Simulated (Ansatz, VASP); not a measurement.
**One calculation of P, two programs**

Contents of INCAR:

```
SYSTEM = P
  ALGO = Normal
  EDIFF = 1E-7
  EDIFFG = -0.005
  ENCUT = 600
  IBRION = 2
  ISIF = 3
  ISMEAR = -1
  LASPH = .True.
  LCHARG = .False.
  LREAL = .False.
  LWAVE = .False.
  NELM = 80
  NSW = 60
  PREC = Accurate
  SIGMA = 0.1
```

The input KPOINTS:

```
k-points
0
Gamma
  17 17 17
  0 0 0
```

Contents of POSCAR:

```
P
1.0
    0.0000000000      1.9574338206      1.9574338206
    1.9574338206      0.0000000000      1.9574338206
    1.9574338206      1.9574338206      0.0000000000
P
1
Direct
    0.0000000000      0.0000000000      0.0000000000
```

Input for Ansatz:

```yaml
crystal:
  lattice:
    - [0.0, 1.9574338206, 1.9574338206]
    - [1.9574338206, 0.0, 1.9574338206]
    - [1.9574338206, 1.9574338206, 0.0]
  atoms:
    - { symbol: P, position: [0.0, 0.0, 0.0] }
kpoints:
  mp_grid: { grid: [17, 17, 17] }
scf:
  occupations: { method: fermi_dirac, width: 0.1 }
hamiltonian:
  xc: lda
  pseudopotentials: { kind: paw }
output:
  forces: true
  stress: true
relax:
  f_tol: 0.005
  max_steps: 40
  cell: {}
```

Alike in both runs: task relaxation of cell and atoms; functional LDA; k mesh 17 × 17 × 17; occupations fermi-dirac, width 0.1 eV; no spin polarisation.

|  | VASP | Ansatz |
| --- | --- | --- |
| version | VASP 6.6.1 | Ansatz 0.2.0 |
| potentials or method | VASP PAW LDA potentials, release 64 (P) | PAW with Ansatz's default frozen-core files, scalar-relativistic |
| plane-wave cutoff (eV) | 600 | 420 |
| valence electrons in the cell | 5 | 5 |

|  | VASP | Ansatz | Ansatz less VASP |
| --- | --- | --- | --- |
| relaxed volume (Å³/atom) | 13.84 | 13.85 | +0.013 |
| relaxed cell length with the largest relative difference (Å) | 2.695 | 2.696 | +0.0009 |

LDA's correlation is that of Perdew and Zunger in VASP and of Perdew and Wang (1992) in Ansatz.
